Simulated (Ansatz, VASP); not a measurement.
NaCl: VASP beside Ansatz

File INCAR:

```
ALGO = Normal ; EDIFF = 1E-6
ENCUT = 520 ; GGA = PE
ISIF = 2 ; ISMEAR = 0
LASPH = T ; LCHARG = F
LREAL = F ; LWAVE = F
NBANDS = 14 ; NELM = 60
PREC = Accurate ; SIGMA = 0.01
```

The input KPOINTS:

```
k-points
0
Gamma
  6 6 6
```

File POSCAR:

```
NaCl
1.0
    3.4348965460      0.0000000000      0.0000000000
    0.0000000000      3.4348965460      0.0000000000
    0.0000000000      0.0000000000      3.4348965460
Na Cl
1 1
Direct
    0.0000000000      0.0000000000      0.0000000000
    0.5000000000      0.5000000000      0.5000000000
```

Input for Ansatz:

```yaml
crystal:
  lattice:
    - [3.434896546, 0.0, 0.0]
    - [0.0, 3.434896546, 0.0]
    - [0.0, 0.0, 3.434896546]
  atoms:
    - { symbol: Na, position: [0.0, 0.0, 0.0] }
    - { symbol: Cl, position: [0.5, 0.5, 0.5] }
kpoints:
  mp_grid: { grid: [6, 6, 6] }
hamiltonian:
  xc: pbe
scf:
  occupations: { method: fixed }
  n_extra_bands: 4
output:
  forces: true
  stress: true
  eigenvalues: true
```

Alike in both runs: task single point; functional PBE; k mesh 6 × 6 × 6; no spin polarisation.

|  | VASP | Ansatz |
| --- | --- | --- |
| version | VASP 6.6.1 | Ansatz 0.2.0 |
| potentials or method | VASP PAW PBE potentials, release 64 (Na_pv, Cl) | plane waves, PAW |
| plane-wave cutoff (eV) | 520 | 420 |
| occupations | gaussian, width 0.01 eV | fixed |
| valence electrons in the cell | 14 | 16 |

```csv
,VASP,Ansatz,Ansatz less VASP
gap on the k mesh at the Fermi level (eV),4.18,4.18,0.000
pressure (GPa),1.8,1.9,+0.05
```

VASP's potentials hold 14 valence electrons a cell and Ansatz's 16, so a difference there can come from the potentials and not from the codes.
